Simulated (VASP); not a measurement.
# Al (Fm-3m) in VASP: further runs, part 2 of 3

VASP 6.6.1. Earlier steps stand in the parts before.

### 3 Electric field gradients, PBEsol (volume scaled by 1.01)

Input file INCAR:

```
ALGO = Normal
EDIFF = 1E-8
ENCUT = 520
GGA = PS
ISIF = 2
ISMEAR = -1
LASPH = True
LCHARG = False
LEFG = True
LREAL = False
LWAVE = False
NBANDS = 8
NELM = 60
PREC = Accurate
SIGMA = 0.05
```

Input file KPOINTS:

```
k-points
0
Gamma
  14 14 14
```

Input file POSCAR:

```
Al
1.0
    0.0000000000      2.0307042354      2.0307042354
    2.0307042354      0.0000000000      2.0307042354
    2.0307042354      2.0307042354      0.0000000000
Al
1
Direct
    0.0000000000      0.0000000000      0.0000000000
```

Potentials or basis: VASP PAW PBE potentials, release 64 (Al).

Run with:

```sh
$ cat potpaw_PBE.64/Al/POTCAR > POTCAR
$ mpirun -np 1 vasp_std > vasp.out
```

OUTCAR:

```text
EDIFF = 1E-8
   ENCUT = 520
   GGA = PS
   ISIF = 2
   ISMEAR = -1
   LASPH = True
   LREAL = False
   NELM = 60
   PREC = Accurate

 ion  position               nearest neighbor table
   1  0.000  0.000  0.000-

  LATTYP: Found a face centered cubic cell.
 ALAT       =     4.0614084708

  Lattice vectors:

 A1 = (   0.0000000000,   2.0307042354,   2.0307042354)
 A2 = (   2.0307042354,   0.0000000000,   2.0307042354)
 A3 = (   2.0307042354,   2.0307042354,   0.0000000000)

Analysis of symmetry for initial positions (statically):
[... 5 lines left out ...]
 face centered cubic supercell.

 Subroutine GETGRP returns: Found 48 space group operations
 (whereof 48 operations were pure point group operations)
 out of a pool of 48 trial point group operations.

The static configuration has the point symmetry O_h .

Analysis of symmetry for dynamics (positions and initial velocities):
[... 5 lines left out ...]
 face centered cubic supercell.

 Subroutine GETGRP returns: Found 48 space group operations
 (whereof 48 operations were pure point group operations)
 out of a pool of 48 trial point group operations.

The dynamic configuration has the point symmetry O_h .

 Subroutine INISYM returns: Found 48 space group operations
 (whereof 48 operations are pure point group operations),
 and found     1 'primitive' translations

----------------------------------------------------------------------------------------

                                     Primitive cell

  volume of cell :      16.7483

  direct lattice vectors                    reciprocal lattice vectors
     0.000000000  2.030704235  2.030704235    -0.246220002  0.246220002  0.246220002
     2.030704235  0.000000000  2.030704235     0.246220002 -0.246220002  0.246220002
     2.030704235  2.030704235  0.000000000     0.246220002  0.246220002 -0.246220002

  length of vectors
     2.871849471  2.871849471  2.871849471     0.426465553  0.426465553  0.426465553

  position of ions in fractional coordinates (direct lattice)
     0.000000000  0.000000000  0.000000000

  ion indices of the primitive-cell ions
   primitive index   ion index
                 1           1

----------------------------------------------------------------------------------------

 KPOINTS: k-points

Automatic generation of k-mesh.
 Grid dimensions read from file:
 generate k-points for:   14   14   14

 Generating k-lattice:

  Cartesian coordinates                     Fractional coordinates (reciprocal lattice)
    -0.017587143  0.017587143  0.017587143     0.071428571  0.000000000  0.000000000
     0.017587143 -0.017587143  0.017587143     0.000000000  0.071428571  0.000000000
     0.017587143  0.017587143 -0.017587143     0.000000000  0.000000000  0.071428571

  Length of vectors
     0.030461825  0.030461825  0.030461825

  Shift w.r.t. Gamma in fractional coordinates (k-lattice)
     0.000000000  0.000000000  0.000000000
[... 43 lines left out ...]
   ISTART =      0    job   : 0-new  1-cont  2-samecut
   ICHARG =      2    charge: 1-file 2-atom 10-const
   ISPIN  =      1    spin polarized calculation?
   LNONCOLLINEAR =      F non collinear calculations
   LSORBIT =      F    spin-orbit coupling
   LASPH  =      T    aspherical Exc in radial PAW
   ENCUT  =  520.0 eV  38.22 Ry    6.18 a.u.   5.34  5.34  5.34*2*pi/ulx,y,z
   NELM   =     60;   NELMIN=  2; NELMDL= -5     # of ELM steps
   EDIFF  = 0.1E-07   stopping-criterion for ELM
   LREAL  =      F    real-space projection
   EDIFFG = 0.1E-06   stopping-criterion for IOM
   NSW    =      0    number of steps for IOM
   IBRION =     -1    ionic relax: 0-MD 1-quasi-New 2-CG
   NFREE  =      0    steps in history (QN), initial steepest desc. (CG)
   ISIF   =      2    stress and relaxation
   ISYM   =      2    0-nonsym 1-usesym 2-fastsym
   POTIM  = 0.5000    time-step for ionic-motion
   TEBEG  =    0.0;   TEEND  =   0.0 temperature during run
   PSTRESS=    0.0 pullay stress
   NELECT =       3.0000    total number of electrons
   NUPDOWN=      -1.0000    fix difference up-down
   EMIN   =  10.00;   EMAX   =-10.00  energy-range for DOS
[... 5 lines left out ...]
     AMIX     =   0.40;   BMIX     =  1.00
     AMIX_MAG =   1.60;   BMIX_MAG =  1.00
  volume/ion in A,a.u.               =      16.75       113.02
  Fermi-wavevector in a.u.,A,eV,Ry     =   0.922838  1.743910 11.587117  0.851629
  Thomas-Fermi vector in A             =   2.048408
   LORBIT       =      0    0 simple, 1 ext, 2 COOP (PROOUT), +10 PAW based schemes
   GGA     = PS    functional components
   LHFCALC =     F    Hartree Fock is set to
   AEXX    =    0.0000 exact exchange contribution
   IVDW    =     0    specifies the selected vdW correction
   LEPSILON=     F    determine dielectric tensor
   LRPA    =     F    only Hartree local field effects (RPA)
 non-spin polarized calculation
  energy-cutoff  :      520.00
  volume of cell :       16.75
 maximum number of plane-waves:       465
 NGX is ok and might be reduce to    24
   NGX = 11   NGY = 11   NGZ = 11

 number of electron       3.0000000 magnetization

 Free energy of the ion-electron system (eV)
  ---------------------------------------------------
  ext. energy  EPLUGINS =         0.00000000
  ---------------------------------------------------
  free energy    TOTEN  =        -4.08158298 eV

  energy without entropy =       -4.07728421  energy(sigma->0) =       -4.07943359

 E-fermi :   7.7658     XC(G=0): -10.2029

 val. band max:        7.6964631243   @ k =  -0.2857   0.5000   0.2143
 cond. band min:       7.7689255279   @ k =  -0.3571   0.4286   0.2143
 fundamental gap:      0.0724624036
 Fermi energy:         7.7658128581

 k-point     1 :       0.0000    0.0000    0.0000
  band No.  band energies     occupation
      1      -3.2322      2.00000
      2      20.3079      0.00000
      3      20.3079      0.00000
      4      20.3079      0.00000
      5      21.6866      0.00000
      6      21.6866      0.00000
      7      21.6866      0.00000
      8      24.1702      0.00000
[... 243 lines left out ...]
 k-point    24 :       0.2857    0.1429    0.0000
  band No.  band energies     occupation
      1      -1.2320      2.00000
      2      12.0355      0.00000
      3      16.1208      0.00000
      4      17.6715      0.00000
      5      18.0437      0.00000
      6      21.8806      0.00000
      7      25.7700      0.00000
      8      26.3351      0.00000

 [... further k-points ...]
[... 5 lines left out ...]
  --------------------------------------------------------------------------------------
  -------------------------------------------------------------------------------------
  Total       -0.2890108     -0.2890108     -0.2890108      0.0000000      0.0000000     -0.0000000
  in kB      -27.6474212    -27.6474212    -27.6474212      0.0000000      0.0000000     -0.0000000
  external PRESSURE =     -27.6474212 kB  Pullay stress =       0.0000000 kB

 VOLUME and BASIS-vectors are now :
 -----------------------------------------------------------------------------
  energy-cutoff  :      520.00
  volume of cell :       16.75
      direct lattice vectors                 reciprocal lattice vectors
     0.000000000  2.030704235  2.030704235    -0.246220002  0.246220002  0.246220002
     2.030704235  0.000000000  2.030704235     0.246220002 -0.246220002  0.246220002
     2.030704235  2.030704235  0.000000000     0.246220002  0.246220002 -0.246220002

 POSITION                                       TOTAL-FORCE (eV/Angst)
 -----------------------------------------------------------------------------------
      0.00000      0.00000      0.00000         0.000000      0.000000      0.000000
 -----------------------------------------------------------------------------------
    total drift:                               -0.000000     -0.000000     -0.000000

  FREE ENERGIE OF THE ION-ELECTRON SYSTEM (eV)
  ---------------------------------------------------
  free  energy   TOTEN  =        -4.0815829772 eV

  energy  without entropy=       -4.0772842060  energy(sigma->0) =       -4.07943359

 Electric field gradients (V/A^2)
---------------------------------------------------------------------
 ion       V_xx      V_yy      V_zz      V_xy      V_xz      V_yz
---------------------------------------------------------------------
   1       0.000    -0.000    -0.000     0.000     0.000     0.000
---------------------------------------------------------------------

 Electric field gradients after diagonalization (V/A^2)
 (convention: |V_zz| > |V_xx| > |V_yy|)
----------------------------------------------------------------------
 ion       V_xx      V_yy      V_zz     asymmetry (V_yy - V_xx)/ V_zz
----------------------------------------------------------------------
   1      -0.000    -0.000     0.000       0.000
----------------------------------------------------------------------

           NMR quadrupolar parameters

 Cq : quadrupolar parameter    Cq=e*Q*V_zz/h
 eta: asymmetry parameters     (V_yy - V_xx)/ V_zz
 Q  : nuclear electric quadrupole moment in mb (millibarn)
----------------------------------------------------------------------
 ion       Cq(MHz)       eta       Q (mb)
----------------------------------------------------------------------
   1       0.000       0.000       1.000
----------------------------------------------------------------------
```

stdout:

```text
POSCAR found type information on POSCAR Al
 POSCAR found :  1 types and       1 ions
 scaLAPACK will be used
 -----------------------------------------------------------------------------
|                                                                             |
|                                                                             |
|     You enforced a specific xc type in the INCAR file but a different       |
|     I HOPE YOU KNOW WHAT YOU ARE DOING!                                     |
|                                                                             |
 -----------------------------------------------------------------------------

 LDA part: xc-table for (Slater+PW92), standard interpolation
 POSCAR, INCAR and KPOINTS ok, starting setup
 FFT: planning ... GRIDC
 FFT: planning ... GRID_SOFT
 FFT: planning ... GRID
 WAVECAR not read
 entering main loop
ion   1
```

Wall time 32 s (1 thread of AMD EPYC 7R13, shared host); peak memory 0.11 GiB.

What came out:

```
Free energy : -4.0816 eV
Pressure    : -2.8 GPa
```

Levels at points of the mesh, in eV from the Fermi level:
```csv
k point,band 1,band 2,band 3,band 4,band 5,band 6
"(0.00, 0.00, 0.00)",-11.00,12.54,12.54,12.54,13.92,13.92
"(0.50, 0.00, 0.00)",-4.51,-4.33,11.26,11.26,11.40,11.40
"(0.50, 0.50, 0.00)",-2.85,-1.58,5.28,5.55,5.55,8.94
```

Caveat: without QUAD_EFG the Cq values of the log hold for a quadrupole moment of 1 mb, not for the nuclei; the PAW data sets were made with another functional, which shifts forces and pressure a little.

[end of part 2 of 3]
